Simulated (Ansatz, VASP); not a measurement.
Ga2SeO6 in VASP and in Ansatz

```xyz
9
Lattice="0.0000 3.8495 3.8495 3.8495 0.0000 3.8495 3.8495 3.8495 0.0000" Properties=species:S:1:pos:R:3 pbc="T T T"
Ga    5.7743    5.7743    5.7743
Ga    1.9248    1.9248    1.9248
Se    3.8495    3.8495    3.8495
O     1.9248    1.9248    0.0000
O     1.9248    1.9248    3.8495
O     1.9248    0.0000    1.9248
O     0.0000    1.9248    1.9248
O     1.9248    3.8495    1.9248
O     3.8495    1.9248    1.9248
```

Change from the starting cell: species swapped into the NaW2O6 type (Fm-3m, No. 225).

Alike in both runs: functional PBE; k mesh 8 × 8 × 8; occupations gaussian, width 0.1 eV; collinear spin.

Ansatz relaxed the structure, and its values are those at the end. VASP's run is a single point on that final structure, the one shown.

```csv
,VASP,Ansatz
version,VASP 6.6.1,Ansatz 0.2.0
potentials or method,"VASP PAW PBE potentials, release 64 (Ga_d, Se, O), cutoff 520 eV","scalar-relativistic, plane waves, PAW"
valence electrons in the cell,68,78
```

VASP gave:

| Quantity | Value |
| --- | --- |
| gap on the k mesh at the Fermi level (eV) | none |
| pressure (GPa) | 0.4 |
| net moment per atom (μB) | 0.32 |

**Question.** What did Ansatz give for the same quantities?

**Answer.** gap on the k mesh at the Fermi level (eV): none; pressure (GPa): 0.0; net moment per atom (μB): 0.32.

A gap of «none» marks a metal or a gap that the smearing closes. VASP's potentials hold 68 valence electrons a cell and Ansatz's 78, so a difference there can come from the potentials and not from the codes.
